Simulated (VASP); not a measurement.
# Fe (Im-3m) in VASP: single point with PBE

Aim: the single point of Fe with PBE.

Program: VASP 6.6.1. These are calculated values, not measurements. Logs are shortened: lines on timing, memory, paths and dates and some standing lists are left out, and cuts for length are marked.

## 1. The cell of the first run

Symmetry: Im-3m, No. 229, cubic system. Conventional cell: a = 2.870 Å, b = 2.870 Å, c = 2.870 Å, α = 90.00°, β = 90.00°, γ = 90.00°. Within 3.3 Å of Fe (site symmetry m-3m) lie 14 Fe at 2.49 to 2.87 Å.

## 2. Single point, PBE, non-collinear spin, typed start, spin-orbit coupling

INCAR

```
ALGO = Fast ; EDIFF = 1E-6
ENCUT = 520 ; GGA = PE
GGA_COMPAT = F ; ISIF = 2
ISMEAR = 0 ; ISYM = -1
LASPH = T ; LCHARG = F
LMAXMIX = 4 ; LORBIT = 11
LORBMOM = T ; LREAL = F
LSORBIT = T ; LWAVE = F
MAGMOM = 0 0 2.46 ; NBANDS = 19
NELM = 150 ; PREC = Accurate
SIGMA = 0.05
```

KPOINTS

```
k-points
0
Gamma
  12 12 12
```

POSCAR

```
Fe
1.0
   -1.4350019627      1.4350019627      1.4350019627
    1.4350019627     -1.4350019627      1.4350019627
    1.4350019627      1.4350019627     -1.4350019627
Fe
1
Direct
    0.0000000000      0.0000000000      0.0000000000
```

Potentials or basis: VASP PAW PBE potentials, release 64 (Fe).

Launch:

```console
$ cat potpaw_PBE.64/Fe/POTCAR > POTCAR
$ mpirun -np 1 vasp_ncl > vasp.out
```

OUTCAR:

```text
EDIFF = 1E-6
   ENCUT = 520
   GGA = PE
   ISIF = 2
   ISMEAR = 0
   ISYM = -1
   LASPH = T
   LORBIT = 11
   LREAL = F
   LSORBIT = T
   NELM = 150
   PREC = Accurate

 ion  position               nearest neighbor table
   1  0.000  0.000  0.000-

IMPORTANT INFORMATION: All symmetrisations will be switched off!
NOSYMM: (Re-)initialisation of all symmetry stuff for point group C_1.

----------------------------------------------------------------------------------------

                                     Primitive cell

  volume of cell :      11.8200

  direct lattice vectors                    reciprocal lattice vectors
    -1.435001963  1.435001963  1.435001963     0.000000000  0.348431579  0.348431579
     1.435001963 -1.435001963  1.435001963     0.348431579  0.000000000  0.348431579
     1.435001963  1.435001963 -1.435001963     0.348431579  0.348431579  0.000000000

  length of vectors
     2.485496308  2.485496308  2.485496308     0.492756665  0.492756665  0.492756665

  position of ions in fractional coordinates (direct lattice)
     0.000000000  0.000000000  0.000000000

  ion indices of the primitive-cell ions
   primitive index   ion index
                 1           1

----------------------------------------------------------------------------------------

 KPOINTS: k-points

Automatic generation of k-mesh.
 Grid dimensions read from file:
 generate k-points for:   12   12   12

 Generating k-lattice:

  Cartesian coordinates                     Fractional coordinates (reciprocal lattice)
     0.000000000  0.029035965  0.029035965     0.083333333  0.000000000  0.000000000
     0.029035965  0.000000000  0.029035965     0.000000000  0.083333333  0.000000000
     0.029035965  0.029035965  0.000000000     0.000000000  0.000000000  0.083333333

  Length of vectors
     0.041063055  0.041063055  0.041063055

  Shift w.r.t. Gamma in fractional coordinates (k-lattice)
     0.000000000  0.000000000  0.000000000

 Subroutine IBZKPT returns following result:
 ===========================================

 Found   1728 irreducible k-points:

 Following reciprocal coordinates:
            Coordinates               Weight
  0.000000  0.000000  0.000000      1.000000
  0.083333  0.000000  0.000000      1.000000
  0.166667  0.000000  0.000000      1.000000
  0.250000  0.000000  0.000000      1.000000
  0.333333  0.000000  0.000000      1.000000
  0.416667  0.000000  0.000000      1.000000
[... 16 lines left out ...]
 -0.166667  0.083333  0.000000      1.000000
 -0.083333  0.083333  0.000000      1.000000
 [... further k-points ...]
   k-points           NKPTS =   1728   k-points in BZ     NKDIM =   1728   number of bands    NBANDS=     19
   number of dos      NEDOS =    301   number of ions     NIONS =      1
   total plane-waves  NPLWV =   5832
   dimension x,y,z NGX =    18 NGY =   18 NGZ =   18
   dimension x,y,z NGXF=    36 NGYF=   36 NGZF=   36
   ions per type =               1
   NGX,Y,Z   is equivalent  to a cutoff of  12.04, 12.04, 12.04 a.u.
   NGXF,Y,Z  is equivalent  to a cutoff of  24.08, 24.08, 24.08 a.u.
 SYSTEM =  unknown system
   PREC   = accura    normal or accurate (medium, high low for compatibility)
   ISTART =      0    job   : 0-new  1-cont  2-samecut
   ICHARG =      2    charge: 1-file 2-atom 10-const
   ISPIN  =      1    spin polarized calculation?
   LNONCOLLINEAR =      T non collinear calculations
   LSORBIT =      T    spin-orbit coupling
   LASPH  =      T    aspherical Exc in radial PAW
   ENCUT  =  520.0 eV  38.22 Ry    6.18 a.u.   4.62  4.62  4.62*2*pi/ulx,y,z
   NELM   =    150;   NELMIN=  2; NELMDL= -5     # of ELM steps
   EDIFF  = 0.1E-05   stopping-criterion for ELM
   LREAL  =      F    real-space projection
   EDIFFG = 0.1E-04   stopping-criterion for IOM
   NSW    =      0    number of steps for IOM
   IBRION =     -1    ionic relax: 0-MD 1-quasi-New 2-CG
   NFREE  =      0    steps in history (QN), initial steepest desc. (CG)
   ISIF   =      2    stress and relaxation
   ISYM   =     -1    0-nonsym 1-usesym 2-fastsym
   POTIM  = 0.5000    time-step for ionic-motion
   TEBEG  =    0.0;   TEEND  =   0.0 temperature during run
   PSTRESS=    0.0 pullay stress
   NELECT =       8.0000    total number of electrons
   NUPDOWN=      -1.0000    fix difference up-down
   EMIN   =  10.00;   EMAX   =-10.00  energy-range for DOS
   EFERMI =   0.00;   METHOD = LEGACY
   ISMEAR =     0;   SIGMA  =   0.05  broadening in eV -4-tet -1-fermi 0-gaus
   EFERMI_NEDOS =   21; number of points for ismear=-14 and -15
   IALGO  =     68    algorithm
   IMIX   =      4    mixing-type and parameters
     AMIX     =   0.40;   BMIX     =  1.00
     AMIX_MAG =   1.60;   BMIX_MAG =  1.00
  volume/ion in A,a.u.               =      11.82        79.77
  Fermi-wavevector in a.u.,A,eV,Ry     =   1.437360  2.716217 28.109702  2.066005
  Thomas-Fermi vector in A             =   2.556447
   LORBIT       =     11    0 simple, 1 ext, 2 COOP (PROOUT), +10 PAW based schemes
   GGA     = PE    functional components
   LHFCALC =     F    Hartree Fock is set to
   AEXX    =    0.0000 exact exchange contribution
   IVDW    =     0    specifies the selected vdW correction
   LEPSILON=     F    determine dielectric tensor
   LRPA    =     F    only Hartree local field effects (RPA)
 RMM-DIIS sequential band-by-band and
 Gauss-broadening in eV      SIGMA  =   0.05
  energy-cutoff  :      520.00
  volume of cell :       11.82
 maximum number of plane-waves:       658
   NGX =  9   NGY =  9   NGZ =  9

 number of electron       7.9999996 magnetization       0.0001409      0.0020083      2.3332209

 number of electron       7.9999996 magnetization      -0.0001225     -0.0001151      2.3124838

 number of electron       7.9999996 magnetization      -0.0007665      0.0001509      2.3133231

 Free energy of the ion-electron system (eV)
  ---------------------------------------------------
  ext. energy  EPLUGINS =         0.00000000
  ---------------------------------------------------
  free energy    TOTEN  =        -8.24122284 eV

  energy without entropy =       -8.23970265  energy(sigma->0) =       -8.24046275

 E-fermi :   5.4389     XC(G=0): -12.8886

 val. band max:        5.4388698633   @ k =  -0.4167  -0.1667   0.4167
 cond. band min:       5.4390882997   @ k =   0.1667  -0.4167   0.4167
 fundamental gap:      0.0002184364
 Fermi energy:         5.4389267626

 k-point     1 :       0.0000    0.0000    0.0000
  band No.  band energies     occupation
      1      -2.7961      1.00000
      2      -2.5943      1.00000
      3       3.1495      1.00000
      4       3.1768      1.00000
      5       3.2078      1.00000
      6       4.3371      1.00000
[... 11 lines left out ...]
     18      30.0369      0.00000
     19      34.8872      0.00000

 k-point     2 :       0.0833    0.0000    0.0000
  band No.  band energies     occupation
      1      -2.5183      1.00000
      2      -2.3150      1.00000
      3       3.1005      1.00000
      4       3.1728      1.00000
      5       3.3263      1.00000
      6       4.2749      1.00000
[... 11 lines left out ...]
     18      29.8053      0.00000
     19      33.9641      0.00000

 k-point     3 :       0.1667    0.0000    0.0000
  band No.  band energies     occupation
      1      -1.7252      1.00000
      2      -1.5092      1.00000
      3       2.9098      1.00000
      4       3.1124      1.00000
      5       3.7336      1.00000
      6       4.1703      1.00000
[... 434 lines left out ...]
      1      -1.9810      1.00000
      2      -1.7715      1.00000
      3       3.0123      1.00000
      4       3.0722      1.00000
      5       3.6285      1.00000
      6       4.1637      1.00000
[... 11 lines left out ...]
     18      30.2619      0.00000
     19      31.2005      0.00000

 k-point    24 :      -0.0833    0.0833    0.0000
  band No.  band energies     occupation
      1      -2.5183      1.00000
      2      -2.3150      1.00000
      3       3.1021      1.00000
      4       3.1701      1.00000
      5       3.3277      1.00000
      6       4.2685      1.00000
[... 11 lines left out ...]
     18      29.8053      0.00000
     19      33.9581      0.00000

 [... further k-points ...]

------------------------ aborting loop because EDIFF is reached ----------------------------------------

  FORCE on cell =-STRESS in cart. coord.  units (eV):
  Direction    XX          YY          ZZ          XY          YZ          ZX
  --------------------------------------------------------------------------------------
  -------------------------------------------------------------------------------------
  Total       -0.4426043     -0.4418483     -0.4439562     -0.0002979      0.0002863      0.0000020
  in kB      -59.9941308    -59.8916512    -60.1773764     -0.0403747      0.0388060      0.0002732
  external PRESSURE =     -60.0210528 kB  Pullay stress =       0.0000000 kB

 VOLUME and BASIS-vectors are now :
 -----------------------------------------------------------------------------
  energy-cutoff  :      520.00
  volume of cell :       11.82
      direct lattice vectors                 reciprocal lattice vectors
    -1.435001963  1.435001963  1.435001963     0.000000000  0.348431579  0.348431579
     1.435001963 -1.435001963  1.435001963     0.348431579  0.000000000  0.348431579
     1.435001963  1.435001963 -1.435001963     0.348431579  0.348431579  0.000000000

 POSITION                                       TOTAL-FORCE (eV/Angst)
 -----------------------------------------------------------------------------------
      0.00000      0.00000      0.00000         0.000332     -0.000824     -0.000380
 -----------------------------------------------------------------------------------
    total drift:                                0.000332     -0.000824     -0.000380

  FREE ENERGIE OF THE ION-ELECTRON SYSTEM (eV)
  ---------------------------------------------------
  free  energy   TOTEN  =        -8.2412228412 eV

  energy  without entropy=       -8.2397026525  energy(sigma->0) =       -8.24046275

 orbital moment (x)

 # of ion     p       d       tot
 ----------------------------------------
  1        -0.000  -0.000  -0.000
 ----------------------------------------
           -0.000  -0.000  -0.000

 orbital moment (y)

 # of ion     p       d       tot
 ----------------------------------------
  1        -0.000   0.000   0.000
 ----------------------------------------
           -0.000   0.000   0.000

 orbital moment (z)

 # of ion     p       d       tot
 ----------------------------------------
  1         0.000   0.049   0.049
 ----------------------------------------
            0.000   0.049   0.049

 Spin-Orbit-Coupling matrix elements

 Ion:    1  E_soc:     -0.0121186
 l=   1
     0.0000000    -0.0003041    -0.0002858
    -0.0003041     0.0000000    -0.0003041
    -0.0002858    -0.0003041     0.0000000
 l=   2
     0.0000000    -0.0004083     0.0000000    -0.0004083    -0.0011823
    -0.0004083     0.0000000    -0.0010286    -0.0004200    -0.0003446
     0.0000000    -0.0010286     0.0000000    -0.0010285     0.0000000
    -0.0004083    -0.0004200    -0.0010285     0.0000000    -0.0003446
    -0.0011823    -0.0003446     0.0000000    -0.0003446     0.0000000
 l=   3
     0.0000000     0.0000000     0.0000000     0.0000000     0.0000000     0.0000000     0.0000000
     0.0000000     0.0000000     0.0000000     0.0000000     0.0000000     0.0000000     0.0000000
     0.0000000     0.0000000     0.0000000     0.0000000     0.0000000     0.0000000     0.0000000
     0.0000000     0.0000000     0.0000000     0.0000000     0.0000000     0.0000000     0.0000000
     0.0000000     0.0000000     0.0000000     0.0000000     0.0000000     0.0000000     0.0000000
     0.0000000     0.0000000     0.0000000     0.0000000     0.0000000     0.0000000     0.0000000
     0.0000000     0.0000000     0.0000000     0.0000000     0.0000000     0.0000000     0.0000000

 total charge

# of ion       s       p       d       tot
------------------------------------------
    1        0.470   0.503   6.218   7.191

 magnetization (x)

# of ion       s       p       d       tot
------------------------------------------
    1        0.000   0.000  -0.001  -0.001

 magnetization (y)

# of ion       s       p       d       tot
------------------------------------------
    1       -0.000  -0.000   0.000   0.000

 magnetization (z)

# of ion       s       p       d       tot
------------------------------------------
    1       -0.014  -0.049   2.377   2.314
```

Run time: 73 min. Hardware: 1 thread of Oxide Virtual Turin-like, shared host; peak memory 0.59 GiB.

What came out:

```yaml
Free_energy: -8.2412 eV
Pressure: -6.0 GPa
Net_moment: 2.31 μB per cell
Valence_electrons_inside_the_program's_atomic_spheres: Fe 7.19
```

Moments on the atoms (μB; x, y, z):
```
Fe  0.00 0.00 2.31
```

Caveat: the cell stands under tension.
